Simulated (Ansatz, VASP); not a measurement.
# One calculation of SiC, two programs

INCAR

```
PREC     = Accurate       # precision mode
ENCUT    = 520            # plane-wave cutoff, eV
EDIFF    = 1E-6           # SCF threshold, eV
ISMEAR   = 0              # smearing method
SIGMA    = 0.05           # smearing width, eV
LREAL    = F              # projectors in reciprocal space
LASPH    = T              # aspherical terms in the spheres
NELM     = 60             # most SCF steps
ALGO     = Normal         # electronic algorithm
ISIF     = 2              # what is computed and relaxed
LWAVE    = F              # write WAVECAR
LCHARG   = T              # write CHGCAR
GGA      = PS             # functional
LELF     = T              # ELF
LVHAR    = T            
NBANDS   = 11             # bands
```

Contents of KPOINTS:

```
Automatic mesh
0
Gamma
  20 20 20
```

POSCAR

```
SiC
1.0
    0.0000000000      1.8078633819      1.8078633819
    1.8078633819      0.0000000000      1.8078633819
    1.8078633819      1.8078633819      0.0000000000
C Si
1 1
Direct
    0.0000000000      0.0000000000      0.0000000000
    0.5000000000      0.5000000000      0.5000000000
```

Input for Ansatz:

```yaml
crystal:
  lattice:
    - [0.0, 1.8078633819, 1.8078633819]
    - [1.8078633819, 0.0, 1.8078633819]
    - [1.8078633819, 1.8078633819, 0.0]
  atoms:
    - { symbol: C, position: [0.0, 0.0, 0.0] }
    - { symbol: Si, position: [0.5, 0.5, 0.5] }
basis:
  ecutwfc: 420
  ecutrho_ratio: 4
kpoints:
  mp_grid: { grid: [20, 20, 20] }
hamiltonian:
  xc: pbesol
scf:
  occupations: { method: gaussian, width: 0.05 }
output:
  forces: true
  stress: true
  eigenvalues: true
```

Alike in both runs: task single point; functional PBEsol; k mesh 20 × 20 × 20; occupations gaussian, width 0.05 eV; no spin polarisation.

|  | VASP | Ansatz |
| --- | --- | --- |
| version | VASP 6.6.1 | Ansatz 0.2.0 |
| potentials or method | VASP PAW PBE potentials, release 64 (C, Si), cutoff 520 eV | scalar-relativistic, plane waves, PAW |
| valence electrons in the cell | 8 | 8 |

```tsv
	VASP	Ansatz	Ansatz less VASP
gap on the k mesh at the Fermi level (eV)	0.58	0.62	+0.034
least direct gap on the mesh (eV)	6.41	6.43	+0.022
```

VASP's potentials were made for PBE, not for PBEsol. The functional is the same, so the differences come from potentials, cutoffs and numerics.
